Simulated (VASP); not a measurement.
Here is a VASP 6.6.1 calculation.

The input POSCAR:

```
N
1.0
    5.7113810776      0.0000000000      0.0000000000
    0.0000000000      5.7113810776      0.0000000000
    0.0000000000      0.0000000000      5.7113810776
N
8
Direct
    0.0552465387      0.0552465387      0.0552465387
    0.4447534613      0.9447534613      0.5552465387
    0.5552465387      0.4447534613      0.9447534613
    0.9447534613      0.5552465387      0.4447534613
    0.9447534613      0.9447534613      0.9447534613
    0.5552465387      0.0552465387      0.4447534613
    0.4447534613      0.5552465387      0.0552465387
    0.0552465387      0.4447534613      0.5552465387
```

Contents of INCAR.step1:

```
SYSTEM = N
PREC = Accurate
ENCUT = 600
ISMEAR = 0
SIGMA = 0.02
LREAL = .FALSE.
LASPH = .TRUE.
NELM = 100
GGA = PE
ALGO = Normal
EDIFF = 1E-4
LWAVE = .TRUE.
LCHARG = .FALSE.
```

File INCAR.step2:

```
SYSTEM = N
PREC = Accurate
ENCUT = 600
EDIFF = 1E-6
ISMEAR = 0
SIGMA = 0.02
LREAL = .FALSE.
LASPH = .TRUE.
NELM = 100
ALGO = Normal
ISIF = 3
LWAVE = .FALSE.
LCHARG = .FALSE.
METAGGA = R2SCAN
LMIXTAU = .TRUE.
IBRION = 2
NSW = 100
EDIFFG = -0.01
ISTART = 1
```

The input KPOINTS:

```
regular mesh
0
G
  4 4 4
  0 0 0
```

Potentials or basis: VASP PAW PBE potentials, release 64 (N).

Launch:

```bash
$ cat potpaw_PBE.64/N/POTCAR > POTCAR
$ cp INCAR.step1 INCAR
$ mpirun -np 1 vasp_std > vasp.out
$ cp INCAR.step2 INCAR
$ mpirun -np 1 vasp_std > vasp.out
```

Task: Predict the relaxed cell.

Result: a = 5.667 Å, b = 5.667 Å, c = 5.667 Å, α = 90.00°, β = 90.00°, γ = 90.00°.

Task: Estimate the space group after relaxing (to 0.05 Å).

Result: Pa-3 (No. 205).

Step by step:
```csv
step,energy change (eV),largest force (eV/Å),pressure (GPa),volume (Å³)
1,0.0000,2.1555,2.59,186.30
2,9.0015,15.6571,-22.58,196.65
3,-0.0473,0.7314,-1.01,186.93
4,-0.0539,0.1706,-0.30,186.77
5,-0.0543,0.0045,-0.09,186.72
6,-0.0543,0.0250,-0.05,186.72
7,-0.0545,0.0241,-0.05,186.49
8,-0.0546,0.0223,-0.05,186.19
9,-0.0549,0.0189,-0.05,185.59
10,-0.0554,0.0129,-0.05,184.40
11,-0.0562,0.0042,-0.03,182.03
```

Caveat: the standard files for N, O and F lose accuracy on very short bonds; the PAW data sets were made with another functional, which shifts forces and pressure a little.
